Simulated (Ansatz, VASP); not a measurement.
**W2Br2F in VASP and in Ansatz**

```xyz
5
Lattice="5.4924 0.0000 0.0000 -2.7462 4.7565 0.0000 0.0000 0.0000 6.0221" Properties=species:S:1:pos:R:3 pbc="T T T"
W     0.0000    0.0000    2.0116
W     0.0000    0.0000    4.0105
Br    0.0000    3.1710    0.0000
Br    2.7462    1.5855    0.0000
F     0.0000    0.0000    0.0000
```

Alike in both runs: functional PBE; k mesh 12 × 12 × 6; occupations gaussian, width 0.1 eV; no spin polarisation.

Ansatz relaxed the structure, and its values are those at the end. VASP's run is a single point on that final structure, the one shown.

|  | VASP | Ansatz |
| --- | --- | --- |
| version | VASP 6.6.1 | Ansatz 0.2.0 |
| potentials or method | VASP PAW PBE potentials, release 64 (W_sv, Br, F), cutoff 520 eV | scalar-relativistic, plane waves, PAW |
| valence electrons in the cell | 49 | 49 |

```tsv
	VASP	Ansatz	Ansatz less VASP
gap on the k mesh at the Fermi level (eV)	none	none	-
pressure (GPa)	1.3	0.0	-1.27
rms of the force components (eV/Å)	0.521	0.002	-0.5184
```

A gap of «none» marks a metal or a gap that the smearing closes. With one functional, cell and mesh, what is left measures potentials, basis and numerics.

Spin-orbit coupling is off throughout.
